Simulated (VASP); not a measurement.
# B6As (R-3m) in VASP: relaxation of shape and atoms at fixed volume with r2SCAN

Aim: the relaxation of shape and atoms at fixed volume of B6As with r2SCAN.

All numbers are computed with VASP 6.6.1; they aren't measurements. Logs are shortened: lines on timing, memory, paths and dates and some standing lists are left out, and cuts for length are marked.

### Step 1. The cell of the first run

The structure is trigonal, space group R-3m (No. 166). The conventional cell has a = 6.013 Å, b = 6.013 Å, c = 11.629 Å, α = 90.00°, β = 90.00°, γ = 120.00°. B (site symmetry m) has 6 B at 1.73 to 1.86 Å within 2.3 Å. B (site symmetry m) has 5 B at 1.70 to 1.78 Å and 1 As at 1.95 Å within 2.3 Å. Within 2.6 Å of As (site symmetry 3m) lie 3 B at 1.95 Å and 1 As at 2.34 Å.

### Step 2. Relaxation of shape and atoms at fixed volume, r2SCAN (8.67 Å³/atom)

Contents of POSCAR:

```
B6As
1.0
    3.0065387506      1.7358259570      3.8764971498
   -3.0065387506      1.7358259570      3.8764971498
    0.0000000000     -3.4716519140      3.8764971498
B As
12 2
Direct
    0.0157755019      0.0157755019      0.3251384409
    0.0157755019      0.3251384409      0.0157755019
    0.8214805648      0.2731401982      0.8214805648
    0.8214805648      0.8214805648      0.2731401982
    0.2731401982      0.8214805648      0.8214805648
    0.7268598018      0.1785194352      0.1785194352
    0.1785194352      0.7268598018      0.1785194352
    0.1785194352      0.1785194352      0.7268598018
    0.9842244981      0.6748615591      0.9842244981
    0.9842244981      0.9842244981      0.6748615591
    0.6748615591      0.9842244981      0.9842244981
    0.3251384409      0.0157755019      0.0157755019
    0.6005882310      0.6005882310      0.6005882310
    0.3994117690      0.3994117690      0.3994117690
```

Contents of INCAR.step1:

```
SYSTEM = B6As
PREC = Accurate
ENCUT = 600
ISMEAR = 0
SIGMA = 0.02
LREAL = .FALSE.
LASPH = .TRUE.
NELM = 60
GGA = PE
ALGO = Normal
EDIFF = 1E-4
LWAVE = .TRUE.
LCHARG = .FALSE.
```

Contents of INCAR.step2:

```
SYSTEM = B6As
PREC = Accurate
ENCUT = 600
EDIFF = 1E-6
ISMEAR = 0
SIGMA = 0.02
LREAL = .FALSE.
LASPH = .TRUE.
NELM = 60
ALGO = Normal
ISIF = 4
LWAVE = .FALSE.
LCHARG = .FALSE.
METAGGA = R2SCAN
LMIXTAU = .TRUE.
IBRION = 2
NSW = 50
EDIFFG = -0.01
ISTART = 1
```

Contents of KPOINTS:

```
regular mesh
0
G
  6 6 6
  0 0 0
```

Potentials or basis: VASP PAW PBE potentials, release 64 (B, As).

On the command line:

```bash
cat potpaw_PBE.64/B/POTCAR potpaw_PBE.64/As/POTCAR > POTCAR
cp INCAR.step1 INCAR
mpirun -np 1 vasp_std > vasp.out
cp INCAR.step2 INCAR
mpirun -np 1 vasp_std > vasp.out
```

OUTCAR:

```text
SYSTEM = B6As
   PREC = Accurate
   ENCUT = 600
   EDIFF = 1E-6
   ISMEAR = 0
   LREAL = .FALSE.
   LASPH = .TRUE.
   NELM = 60
   ISIF = 4
   METAGGA = R2SCAN
   IBRION = 2
   NSW = 50
   EDIFFG = -0.01
   ISTART = 1

 ion  position               nearest neighbor table
   1  0.016  0.016  0.325-  10 1.73   7 1.75   6 1.75   4 1.78   2 1.86  12 1.86
   2  0.016  0.325  0.016-   9 1.73   8 1.75   6 1.75   3 1.78  12 1.86   1 1.86
   3  0.821  0.273  0.821-   8 1.70   6 1.70  10 1.75  11 1.75   2 1.78  13 1.95
   4  0.821  0.821  0.273-   6 1.70   7 1.70   9 1.75  11 1.75   1 1.78  13 1.95
   5  0.273  0.821  0.821-   8 1.70   7 1.70  10 1.75   9 1.75  12 1.78  13 1.95
   6  0.727  0.179  0.179-   4 1.70   3 1.70   1 1.75   2 1.75  11 1.78  14 1.95
   7  0.179  0.727  0.179-   4 1.70   5 1.70   1 1.75  12 1.75   9 1.78  14 1.95
   8  0.179  0.179  0.727-   3 1.70   5 1.70   2 1.75  12 1.75  10 1.78  14 1.95
   9  0.984  0.675  0.984-   2 1.73   4 1.75   5 1.75   7 1.78  11 1.86  10 1.86
  10  0.984  0.984  0.675-   1 1.73   3 1.75   5 1.75   8 1.78   9 1.86  11 1.86
  11  0.675  0.984  0.984-  12 1.73   4 1.75   3 1.75   6 1.78   9 1.86  10 1.86
  12  0.325  0.016  0.016-  11 1.73   8 1.75   7 1.75   5 1.78   2 1.86   1 1.86
  13  0.601  0.601  0.601-   3 1.95   5 1.95   4 1.95  14 2.34
  14  0.399  0.399  0.399-   6 1.95   7 1.95   8 1.95  13 2.34

  LATTYP: Found a trigonal (rhomboedric) cell.
 ALAT       =     5.2038060268
 COS(alpha) =     0.3323921915

  Lattice vectors:

 A1 = (   3.0065387506,   1.7358259570,   3.8764971498)
 A2 = (  -3.0065387506,   1.7358259570,   3.8764971498)
 A3 = (   0.0000000000,  -3.4716519140,   3.8764971498)

Analysis of symmetry for initial positions (statically):
=====================================================================
 Subroutine PRICEL returns:
 Original cell was already a primitive cell.

 Routine SETGRP: Setting up the symmetry group for a
 trigonal (rhombohedral) supercell.

 Subroutine GETGRP returns: Found 12 space group operations
 (whereof 12 operations were pure point group operations)
 out of a pool of 12 trial point group operations.

The static configuration has the point symmetry D_3d.

Analysis of symmetry for dynamics (positions and initial velocities):
=====================================================================
 Subroutine PRICEL returns:
 Original cell was already a primitive cell.

 Routine SETGRP: Setting up the symmetry group for a
 trigonal (rhombohedral) supercell.

 Subroutine GETGRP returns: Found 12 space group operations
 (whereof 12 operations were pure point group operations)
 out of a pool of 12 trial point group operations.

The dynamic configuration has the point symmetry D_3d.

 Subroutine INISYM returns: Found 12 space group operations
 (whereof 12 operations are pure point group operations),
 and found     1 'primitive' translations

----------------------------------------------------------------------------------------

                                     Primitive cell

  volume of cell :     121.3846

  direct lattice vectors                    reciprocal lattice vectors
     3.006538751  1.735825957  3.876497150     0.166304193  0.096015770  0.085988283
    -3.006538751  1.735825957  3.876497150    -0.166304193  0.096015770  0.085988283
     0.000000000 -3.471651914  3.876497150     0.000000000 -0.192031541  0.085988283

  length of vectors
     5.203806027  5.203806027  5.203806027     0.210404604  0.210404604  0.210404604

  position of ions in fractional coordinates (direct lattice)
     0.015775502  0.015775502  0.325138441
     0.015775502  0.325138441  0.015775502
     0.821480565  0.273140198  0.821480565
     0.821480565  0.821480565  0.273140198
     0.273140198  0.821480565  0.821480565
     0.726859802  0.178519435  0.178519435
     0.178519435  0.726859802  0.178519435
     0.178519435  0.178519435  0.726859802
     0.984224498  0.674861559  0.984224498
     0.984224498  0.984224498  0.674861559
     0.674861559  0.984224498  0.984224498
     0.325138441  0.015775502  0.015775502
     0.600588231  0.600588231  0.600588231
     0.399411769  0.399411769  0.399411769

  ion indices of the primitive-cell ions
   primitive index   ion index
                 1           1
                 2           2
                 3           3
                 4           4
                 5           5
                 6           6
                 7           7
                 8           8
                 9           9
                10          10
                11          11
                12          12
                13          13
                14          14

----------------------------------------------------------------------------------------

 KPOINTS: regular mesh

Automatic generation of k-mesh.
 Grid dimensions read from file:
 generate k-points for:    6    6    6

 Generating k-lattice:

  Cartesian coordinates                     Fractional coordinates (reciprocal lattice)
     0.027717365  0.016002628  0.014331380     0.166666667 -0.000000000 -0.000000000
    -0.027717365  0.016002628  0.014331380    -0.000000000  0.166666667 -0.000000000
     0.000000000 -0.032005257  0.014331380    -0.000000000 -0.000000000  0.166666667

  Length of vectors
     0.035067434  0.035067434  0.035067434

  Shift w.r.t. Gamma in fractional coordinates (k-lattice)
     0.000000000  0.000000000  0.000000000

 Subroutine IBZKPT returns following result:
 ===========================================

 Found     32 irreducible k-points:

 Following reciprocal coordinates:
            Coordinates               Weight
  0.000000  0.000000  0.000000      1.000000
  0.166667  0.000000  0.000000      6.000000
  0.333333 -0.000000  0.000000      6.000000
  0.500000  0.000000 -0.000000      3.000000
  0.166667  0.166667  0.000000      6.000000
  0.333333  0.166667  0.000000     12.000000
[... 16 lines left out ...]
  0.500000  0.500000  0.166667      6.000000
 -0.333333  0.500000  0.166667     12.000000
 [... further k-points ...]
   k-points           NKPTS =     32   k-points in BZ     NKDIM =     32   number of bands    NBANDS=     31
   number of dos      NEDOS =    301   number of ions     NIONS =     14
   total plane-waves  NPLWV =  74088
   dimension x,y,z NGX =    42 NGY =   42 NGZ =   42
   dimension x,y,z NGXF=    84 NGYF=   84 NGZF=   84
   ions per type =              12   2
   NGX,Y,Z   is equivalent  to a cutoff of  13.42, 13.42, 13.42 a.u.
   NGXF,Y,Z  is equivalent  to a cutoff of  26.84, 26.84, 26.84 a.u.
 SYSTEM =  B6As
   PREC   = accura    normal or accurate (medium, high low for compatibility)
   ISTART =      1    job   : 0-new  1-cont  2-samecut
   ICHARG =      0    charge: 1-file 2-atom 10-const
   ISPIN  =      1    spin polarized calculation?
   LNONCOLLINEAR =      F non collinear calculations
   LSORBIT =      F    spin-orbit coupling
   LASPH  =      T    aspherical Exc in radial PAW
   ENCUT  =  600.0 eV  44.10 Ry    6.64 a.u.  10.39 10.39 10.39*2*pi/ulx,y,z
   NELM   =     60;   NELMIN=  2; NELMDL=  0     # of ELM steps
   EDIFF  = 0.1E-05   stopping-criterion for ELM
   LREAL  =      F    real-space projection
   EDIFFG = -.1E-01   stopping-criterion for IOM
   NSW    =     50    number of steps for IOM
   IBRION =      2    ionic relax: 0-MD 1-quasi-New 2-CG
   NFREE  =      1    steps in history (QN), initial steepest desc. (CG)
   ISIF   =      4    stress and relaxation
   ISYM   =      2    0-nonsym 1-usesym 2-fastsym
   POTIM  = 0.5000    time-step for ionic-motion
   TEBEG  =    0.0;   TEEND  =   0.0 temperature during run
   PSTRESS=    0.0 pullay stress
   NELECT =      46.0000    total number of electrons
   NUPDOWN=      -1.0000    fix difference up-down
   EMIN   =  10.00;   EMAX   =-10.00  energy-range for DOS
   EFERMI =   0.00;   METHOD = LEGACY
   ISMEAR =     0;   SIGMA  =   0.02  broadening in eV -4-tet -1-fermi 0-gaus
   EFERMI_NEDOS =   21; number of points for ismear=-14 and -15
   IALGO  =     38    algorithm
   IMIX   =      4    mixing-type and parameters
     AMIX     =   0.40;   BMIX     =  1.00
     AMIX_MAG =   1.60;   BMIX_MAG =  1.00
  volume/ion in A,a.u.               =       8.67        58.51
  Fermi-wavevector in a.u.,A,eV,Ry     =   1.184694  2.238747 19.095777  1.403500
  Thomas-Fermi vector in A             =   2.320903
   LORBIT       =      0    0 simple, 1 ext, 2 COOP (PROOUT), +10 PAW based schemes
   METAGGA = R2SCAN    functional components
   LHFCALC =     F    Hartree Fock is set to
   AEXX    =    0.0000 exact exchange contribution
   IVDW    =     0    specifies the selected vdW correction
   LEPSILON=     F    determine dielectric tensor
   LRPA    =     F    only Hartree local field effects (RPA)
 conjugate gradient relaxation of ions
 non-spin polarized calculation
 Gauss-broadening in eV      SIGMA  =   0.02
  energy-cutoff  :      600.00
  volume of cell :      121.38
 maximum number of plane-waves:      4070
 NGX is ok and might be reduce to    42
   NGX = 21   NGY = 21   NGZ = 21

--------------------------------------- Ionic step        1  -------------------------------------------

 number of electron      45.9999999 magnetization

 Free energy of the ion-electron system (eV)
  ---------------------------------------------------
  ext. energy  EPLUGINS =         0.00000000
  ---------------------------------------------------
  free energy    TOTEN  =      -120.15690497 eV

  energy without entropy =     -120.15690497  energy(sigma->0) =     -120.15690497

------------------------ aborting loop because EDIFF is reached ----------------------------------------

  FORCE on cell =-STRESS in cart. coord.  units (eV):
  Direction    XX          YY          ZZ          XY          YZ          ZX
  --------------------------------------------------------------------------------------
  -------------------------------------------------------------------------------------
  Total       10.8080672     10.8080672     10.1428328      0.0000000     -0.0000000      0.0000000
  in kB      142.6576007    142.6576007    133.8770538      0.0000000     -0.0000000      0.0000000
  external PRESSURE =     139.7307517 kB  Pullay stress =       0.0000000 kB
[... 273 lines left out ...]
  energy  without entropy=     -120.1622979221  energy(sigma->0) =     -120.16229792

--------------------------------------- Ionic step        7  -------------------------------------------

 number of electron      45.9999999 magnetization

 Free energy of the ion-electron system (eV)
  ---------------------------------------------------
  ext. energy  EPLUGINS =         0.00000000
  ---------------------------------------------------
  free energy    TOTEN  =      -120.16233719 eV

  energy without entropy =     -120.16233719  energy(sigma->0) =     -120.16233719

 E-fermi :   5.0433     XC(G=0): -11.9443

 val. band max:        4.9257645514   @ k =   0.1667   0.0000   0.0000
 cond. band min:       7.8787965332   @ k =   0.5000   0.0000  -0.0000
 fundamental gap:      2.9530319818
 Fermi energy:         5.0432513111

 k-point     1 :       0.0000    0.0000    0.0000
  band No.  band energies     occupation
      1     -11.0541      2.00000
      2      -7.6495      2.00000
      3      -5.9617      2.00000
      4      -5.9617      2.00000
      5      -5.7395      2.00000
      6      -4.5635      2.00000
[... 805 lines left out ...]
     30      11.8330      0.00000
     31      12.3396      0.00000

 [... further k-points ...]

------------------------ aborting loop because EDIFF is reached ----------------------------------------

  FORCE on cell =-STRESS in cart. coord.  units (eV):
  Direction    XX          YY          ZZ          XY          YZ          ZX
  --------------------------------------------------------------------------------------
  -------------------------------------------------------------------------------------
  Total       10.2810649     10.2810649     10.2495258      0.0000000     -0.0000000      0.0000000
  in kB      135.7016035    135.7016035    135.2853129      0.0000000     -0.0000000      0.0000000
  external PRESSURE =     135.5628400 kB  Pullay stress =       0.0000000 kB
[... 29 lines left out ...]
  FREE ENERGIE OF THE ION-ELECTRON SYSTEM (eV)
  ---------------------------------------------------
  free  energy   TOTEN  =      -120.1623371870 eV

  energy  without entropy=     -120.1623371870  energy(sigma->0) =     -120.16233719

 reached required accuracy - stopping structural energy minimisation
```

Run time: 40 min. Hardware: 1 thread of Oxide Virtual Turin-like, shared host; peak memory 0.32 GiB.

Results:

| Item | Value |
| --- | --- |
| Free energy | -120.1623 eV |
| Energy gained by relaxing | 0.4 meV/atom |
| Ionic steps | 7 |
| Pressure after relaxing | 13.6 GPa |
| Largest force after relaxing | 0.006 eV/Å |
| Band gap on the k mesh | 2.95 eV (least direct gap 2.99 eV) |

Forces on the atoms (eV/Å):
```
B    0.000 -0.006 -0.001
B   -0.005  0.003 -0.001
B    0.002 -0.001 -0.005
B    0.000  0.002 -0.005
B   -0.002 -0.001 -0.005
B    0.002  0.001  0.005
B   -0.002  0.001  0.005
B    0.000 -0.002  0.005
B    0.005 -0.003  0.001
B    0.000  0.006  0.001
B   -0.005 -0.003  0.001
B    0.005  0.003 -0.001
As   0.000  0.000 -0.001
As   0.000  0.000  0.001
```

The path:
```csv
step,energy change (eV),largest force (eV/Å),pressure (GPa),volume (Å³)
1,0.0000,0.1647,13.97,121.38
2,-0.0010,0.2049,13.41,121.38
3,-0.0040,0.0520,13.67,121.38
4,-0.0052,0.0378,13.60,121.38
5,-0.0053,0.0493,13.57,121.38
6,-0.0054,0.0274,13.55,121.38
7,-0.0054,0.0057,13.56,121.38
```

Final structure:
```yaml
crystal:
  lattice:
    - [3.01067, 1.73821, 3.86586]
    - [-3.01067, 1.73821, 3.86586]
    - [0.00000, -3.47643, 3.86586]
  atoms:
    - { symbol: B, position: [0.01671, 0.01671, 0.32525] }
    - { symbol: B, position: [0.01671, 0.32525, 0.01671] }
    - { symbol: B, position: [0.82129, 0.27340, 0.82129] }
    - { symbol: B, position: [0.82129, 0.82129, 0.27340] }
    - { symbol: B, position: [0.27340, 0.82129, 0.82129] }
    - { symbol: B, position: [0.72660, 0.17871, 0.17871] }
    - { symbol: B, position: [0.17871, 0.72660, 0.17871] }
    - { symbol: B, position: [0.17871, 0.17871, 0.72660] }
    - { symbol: B, position: [0.98329, 0.67475, 0.98329] }
    - { symbol: B, position: [0.98329, 0.98329, 0.67475] }
    - { symbol: B, position: [0.67475, 0.98329, 0.98329] }
    - { symbol: B, position: [0.32525, 0.01671, 0.01671] }
    - { symbol: As, position: [0.60097, 0.60097, 0.60097] }
    - { symbol: As, position: [0.39903, 0.39903, 0.39903] }
```

Levels at points of the mesh, in eV from the valence-band top:
```tsv
k point	band 21	band 22	band 23	band 24	band 25	band 26
(0.00, 0.00, 0.00)	-0.19	0.00	0.00	5.00	5.17	5.17
(0.50, 0.00, 0.00)	-1.41	-1.24	-0.04	2.95	4.65	4.95
(0.50, 0.50, 0.00)	-1.05	-0.73	-0.26	3.72	5.09	5.19
(0.50, 0.50, 0.50)	-0.83	-0.83	-0.03	3.39	4.11	4.15
```

Caveat: the PAW data sets were made with another functional, which shifts forces and pressure a little.
